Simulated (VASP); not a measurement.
# Ge (Fd-3m) in VASP: notebook

The runs below take Ge through single point, relaxation of cell and atoms, with r2SCAN.

Everything below comes from runs of VASP 6.6.1. Logs are shortened: lines on timing, memory, paths and dates and some standing lists are left out, and cuts for length are marked.

## (1) The cell of the first run

It takes space group Fd-3m (No. 227, cubic). Conventional cell: a = 5.673 Å, b = 5.673 Å, c = 5.673 Å, α = 90.00°, β = 90.00°, γ = 90.00°. Within 3.2 Å of Ge (site symmetry -43m) lie 4 Ge at 2.46 Å.

## (2) Single point, r2SCAN

POSCAR

```
Ge
1.0
    0.0000000000      2.8364010207      2.8364010207
    2.8364010207      0.0000000000      2.8364010207
    2.8364010207      2.8364010207      0.0000000000
Ge
2
Direct
    0.0000000000      0.0000000000      0.0000000000
    0.2500000000      0.2500000000      0.2500000000
```

INCAR.step1

```
PREC = Accurate ; ENCUT = 520
ISMEAR = 0 ; SIGMA = 0.01
LREAL = False ; LASPH = True
NELM = 100 ; NBANDS = 21
GGA = PE ; ALGO = Normal
EDIFF = 1E-4 ; LWAVE = True
LCHARG = False
```

INCAR.step2

```
PREC = Accurate ; ENCUT = 520
EDIFF = 1E-6 ; ISMEAR = 0
SIGMA = 0.01 ; LREAL = False
LASPH = True ; NELM = 100
ALGO = Normal ; ISIF = 2
LWAVE = False ; LCHARG = False
METAGGA = R2SCAN ; LMIXTAU = True
NBANDS = 21 ; ISTART = 1
```

KPOINTS

```
Automatic mesh
0
Gamma
  10 10 10
```

Potentials or basis: VASP PAW PBE potentials, release 64 (Ge_d).

On the command line:

```sh
$ cat potpaw_PBE.64/Ge_d/POTCAR > POTCAR
$ cp INCAR.step1 INCAR
$ mpirun -np 1 vasp_std > vasp.out
$ cp INCAR.step2 INCAR
$ mpirun -np 1 vasp_std > vasp.out
```

OUTCAR:

```text
PREC = Accurate
   ENCUT = 520
   EDIFF = 1E-6
   ISMEAR = 0
   LREAL = False
   LASPH = True
   NELM = 100
   ISIF = 2
   METAGGA = R2SCAN
   ISTART = 1

 ion  position               nearest neighbor table
   1  0.000  0.000  0.000-   2 2.46   2 2.46   2 2.46   2 2.46
   2  0.250  0.250  0.250-   1 2.46   1 2.46   1 2.46   1 2.46

  LATTYP: Found a face centered cubic cell.
 ALAT       =     5.6728020414

  Lattice vectors:

 A1 = (   0.0000000000,   2.8364010207,   2.8364010207)
 A2 = (   2.8364010207,   0.0000000000,   2.8364010207)
 A3 = (   2.8364010207,   2.8364010207,   0.0000000000)

Analysis of symmetry for initial positions (statically):
=====================================================================
 Subroutine PRICEL returns:
 Original cell was already a primitive cell.

 Routine SETGRP: Setting up the symmetry group for a
 face centered cubic supercell.

 Subroutine GETGRP returns: Found 48 space group operations
 (whereof 24 operations were pure point group operations)
 out of a pool of 48 trial point group operations.

The static configuration has the point symmetry T_d .
 The point group associated with its full space group is O_h .

Analysis of symmetry for dynamics (positions and initial velocities):
=====================================================================
 Subroutine PRICEL returns:
 Original cell was already a primitive cell.

 Routine SETGRP: Setting up the symmetry group for a
 face centered cubic supercell.

 Subroutine GETGRP returns: Found 48 space group operations
 (whereof 24 operations were pure point group operations)
 out of a pool of 48 trial point group operations.

The dynamic configuration has the point symmetry T_d .
 The point group associated with its full space group is O_h .

 Subroutine INISYM returns: Found 48 space group operations
 (whereof 24 operations are pure point group operations),
 and found     1 'primitive' translations

----------------------------------------------------------------------------------------

                                     Primitive cell

  volume of cell :      45.6387

  direct lattice vectors                    reciprocal lattice vectors
     0.000000000  2.836401021  2.836401021    -0.176279728  0.176279728  0.176279728
     2.836401021  0.000000000  2.836401021     0.176279728 -0.176279728  0.176279728
     2.836401021  2.836401021  0.000000000     0.176279728  0.176279728 -0.176279728

  length of vectors
     4.011276792  4.011276792  4.011276792     0.305325445  0.305325445  0.305325445

  position of ions in fractional coordinates (direct lattice)
     0.000000000  0.000000000  0.000000000
     0.250000000  0.250000000  0.250000000

  ion indices of the primitive-cell ions
   primitive index   ion index
                 1           1
                 2           2

----------------------------------------------------------------------------------------

 KPOINTS: Automatic mesh

Automatic generation of k-mesh.
 Grid dimensions read from file:
 generate k-points for:   10   10   10

 Generating k-lattice:

  Cartesian coordinates                     Fractional coordinates (reciprocal lattice)
    -0.017627973  0.017627973  0.017627973     0.100000000  0.000000000  0.000000000
     0.017627973 -0.017627973  0.017627973     0.000000000  0.100000000  0.000000000
     0.017627973  0.017627973 -0.017627973     0.000000000  0.000000000  0.100000000

  Length of vectors
     0.030532544  0.030532544  0.030532544

  Shift w.r.t. Gamma in fractional coordinates (k-lattice)
     0.000000000  0.000000000  0.000000000

 Subroutine IBZKPT returns following result:
 ===========================================

 Found     47 irreducible k-points:

 Following reciprocal coordinates:
            Coordinates               Weight
  0.000000  0.000000  0.000000      1.000000
  0.100000  0.000000  0.000000      8.000000
  0.200000  0.000000  0.000000      8.000000
  0.300000  0.000000  0.000000      8.000000
  0.400000  0.000000  0.000000      8.000000
  0.500000  0.000000  0.000000      4.000000
[... 16 lines left out ...]
  0.300000  0.300000  0.000000      6.000000
  0.400000  0.300000  0.000000     24.000000
 [... further k-points ...]
   k-points           NKPTS =     47   k-points in BZ     NKDIM =     47   number of bands    NBANDS=     21
   number of dos      NEDOS =    301   number of ions     NIONS =      2
   total plane-waves  NPLWV =  27000
   dimension x,y,z NGX =    30 NGY =   30 NGZ =   30
   dimension x,y,z NGXF=    60 NGYF=   60 NGZF=   60
   ions per type =               2
   NGX,Y,Z   is equivalent  to a cutoff of  12.43, 12.43, 12.43 a.u.
   NGXF,Y,Z  is equivalent  to a cutoff of  24.87, 24.87, 24.87 a.u.
 SYSTEM =  unknown system
   PREC   = accura    normal or accurate (medium, high low for compatibility)
   ISTART =      1    job   : 0-new  1-cont  2-samecut
   ICHARG =      0    charge: 1-file 2-atom 10-const
   ISPIN  =      1    spin polarized calculation?
   LNONCOLLINEAR =      F non collinear calculations
   LSORBIT =      F    spin-orbit coupling
   LASPH  =      T    aspherical Exc in radial PAW
   ENCUT  =  520.0 eV  38.22 Ry    6.18 a.u.   7.46  7.46  7.46*2*pi/ulx,y,z
   NELM   =    100;   NELMIN=  2; NELMDL=  0     # of ELM steps
   EDIFF  = 0.1E-05   stopping-criterion for ELM
   LREAL  =      F    real-space projection
   EDIFFG = 0.1E-04   stopping-criterion for IOM
   NSW    =      0    number of steps for IOM
   IBRION =     -1    ionic relax: 0-MD 1-quasi-New 2-CG
   NFREE  =      0    steps in history (QN), initial steepest desc. (CG)
   ISIF   =      2    stress and relaxation
   ISYM   =      2    0-nonsym 1-usesym 2-fastsym
   POTIM  = 0.5000    time-step for ionic-motion
   TEBEG  =    0.0;   TEEND  =   0.0 temperature during run
   PSTRESS=    0.0 pullay stress
   NELECT =      28.0000    total number of electrons
   NUPDOWN=      -1.0000    fix difference up-down
   EMIN   =  10.00;   EMAX   =-10.00  energy-range for DOS
   EFERMI =   0.00;   METHOD = LEGACY
   ISMEAR =     0;   SIGMA  =   0.01  broadening in eV -4-tet -1-fermi 0-gaus
   EFERMI_NEDOS =   21; number of points for ismear=-14 and -15
   IALGO  =     38    algorithm
   IMIX   =      4    mixing-type and parameters
     AMIX     =   0.40;   BMIX     =  1.00
     AMIX_MAG =   1.60;   BMIX_MAG =  1.00
  volume/ion in A,a.u.               =      22.82       153.99
  Fermi-wavevector in a.u.,A,eV,Ry     =   1.391073  2.628747 26.328412  1.935084
  Thomas-Fermi vector in A             =   2.514947
   LORBIT       =      0    0 simple, 1 ext, 2 COOP (PROOUT), +10 PAW based schemes
   METAGGA = R2SCAN    functional components
   LHFCALC =     F    Hartree Fock is set to
   AEXX    =    0.0000 exact exchange contribution
   IVDW    =     0    specifies the selected vdW correction
   LEPSILON=     F    determine dielectric tensor
   LRPA    =     F    only Hartree local field effects (RPA)
 non-spin polarized calculation
 Gauss-broadening in eV      SIGMA  =   0.01
  energy-cutoff  :      520.00
  volume of cell :       45.64
 maximum number of plane-waves:      1244
 NGX is ok and might be reduce to    30
   NGX = 15   NGY = 15   NGZ = 15

 number of electron      28.0000015 magnetization

 Free energy of the ion-electron system (eV)
  ---------------------------------------------------
  ext. energy  EPLUGINS =         0.00000000
  ---------------------------------------------------
  free energy    TOTEN  =       -27.74254388 eV

  energy without entropy =      -27.74254388  energy(sigma->0) =      -27.74254388

 E-fermi :   4.8609     XC(G=0): -10.7779

 val. band max:        4.7234976518   @ k =   0.0000   0.0000   0.0000
 cond. band min:       5.0506640700   @ k =   0.0000   0.0000   0.0000
 fundamental gap:      0.3271664182
 Fermi energy:         4.8608833772

 k-point     1 :       0.0000    0.0000    0.0000
  band No.  band energies     occupation
      1     -20.7600      2.00000
      2     -20.7600      2.00000
      3     -20.7600      2.00000
      4     -20.7212      2.00000
      5     -20.7212      2.00000
      6     -20.5080      2.00000
[... 13 lines left out ...]
     20      14.6391      0.00000
     21      14.6391      0.00000

 k-point     2 :       0.1000    0.0000    0.0000
  band No.  band energies     occupation
      1     -20.7658      2.00000
      2     -20.7658      2.00000
      3     -20.7583      2.00000
      4     -20.7131      2.00000
      5     -20.7131      2.00000
      6     -20.5153      2.00000
[... 13 lines left out ...]
     20      13.9572      0.00000
     21      13.9572      0.00000

 k-point     3 :       0.2000    0.0000    0.0000
  band No.  band energies     occupation
      1     -20.7749      2.00000
      2     -20.7749      2.00000
      3     -20.7540      2.00000
      4     -20.6985      2.00000
      5     -20.6985      2.00000
      6     -20.5264      2.00000
[... 13 lines left out ...]
     20      13.4509      0.00000
     21      13.4509      0.00000

 k-point     4 :       0.3000    0.0000    0.0000
  band No.  band energies     occupation
      1     -20.7811      2.00000
      2     -20.7811      2.00000
      3     -20.7485      2.00000
      4     -20.6864      2.00000
      5     -20.6864      2.00000
      6     -20.5344      2.00000
[... 13 lines left out ...]
     20      13.8431      0.00000
     21      13.8431      0.00000

 k-point     5 :       0.4000    0.0000    0.0000
  band No.  band energies     occupation
      1     -20.7841      2.00000
      2     -20.7841      2.00000
      3     -20.7439      2.00000
      4     -20.6799      2.00000
      5     -20.6799      2.00000
      6     -20.5379      2.00000
[... 13 lines left out ...]
     20      15.1310      0.00000
     21      15.1310      0.00000
[... 382 lines left out ...]
     20      14.6086      0.00000
     21      16.7419      0.00000

 k-point    22 :      -0.2000    0.2000    0.0000
  band No.  band energies     occupation
      1     -20.7901      2.00000
      2     -20.7897      2.00000
      3     -20.7324      2.00000
      4     -20.6878      2.00000
      5     -20.6636      2.00000
      6     -20.5606      2.00000
[... 13 lines left out ...]
     20      15.1982      0.00000
     21      15.7263      0.00000

 k-point    23 :       0.3000    0.3000    0.0000
  band No.  band energies     occupation
      1     -20.7837      2.00000
      2     -20.7836      2.00000
      3     -20.7606      2.00000
      4     -20.6713      2.00000
      5     -20.6291      2.00000
      6     -20.6193      2.00000
[... 13 lines left out ...]
     20      16.2453      0.00000
     21      16.5911      0.00000

 k-point    24 :       0.4000    0.3000    0.0000
  band No.  band energies     occupation
      1     -20.7942      2.00000
      2     -20.7883      2.00000
      3     -20.7436      2.00000
      4     -20.6557      2.00000
      5     -20.6373      2.00000
      6     -20.6114      2.00000
[... 13 lines left out ...]
     20      17.0249      0.00000
     21      17.0413      0.00000

 [... further k-points ...]

------------------------ aborting loop because EDIFF is reached ----------------------------------------

  FORCE on cell =-STRESS in cart. coord.  units (eV):
  Direction    XX          YY          ZZ          XY          YZ          ZX
  --------------------------------------------------------------------------------------
  -------------------------------------------------------------------------------------
  Total        0.0332065      0.0332065      0.0332065     -0.0000000      0.0000000      0.0000000
  in kB        1.1657365      1.1657365      1.1657365     -0.0000000      0.0000000      0.0000000
  external PRESSURE =       1.1657365 kB  Pullay stress =       0.0000000 kB

 VOLUME and BASIS-vectors are now :
 -----------------------------------------------------------------------------
  energy-cutoff  :      520.00
  volume of cell :       45.64
      direct lattice vectors                 reciprocal lattice vectors
     0.000000000  2.836401021  2.836401021    -0.176279728  0.176279728  0.176279728
     2.836401021  0.000000000  2.836401021     0.176279728 -0.176279728  0.176279728
     2.836401021  2.836401021  0.000000000     0.176279728  0.176279728 -0.176279728

 POSITION                                       TOTAL-FORCE (eV/Angst)
 -----------------------------------------------------------------------------------
      0.00000      0.00000      0.00000         0.000000      0.000000      0.000000
      1.41820      1.41820      1.41820        -0.000000     -0.000000     -0.000000
 -----------------------------------------------------------------------------------
    total drift:                                0.000000      0.000000      0.000000

  FREE ENERGIE OF THE ION-ELECTRON SYSTEM (eV)
  ---------------------------------------------------
  free  energy   TOTEN  =       -27.7425438843 eV

  energy  without entropy=      -27.7425438843  energy(sigma->0) =      -27.74254388
```

Wall time 74 s (1 thread of Intel Xeon 6975P-C (Granite Rapids), shared host); peak memory 0.18 GiB.

What came out:

| Property | Result |
| --- | --- |
| Free energy | -27.7425 eV |
| Pressure | 0.1 GPa |
| Band gap on the k mesh | 0.33 eV |

Caveat: semilocal functionals underestimate gaps, and a narrow one can read as zero; the PAW data sets were made with another functional, which shifts forces and pressure a little.

[end of part 1 of 2]
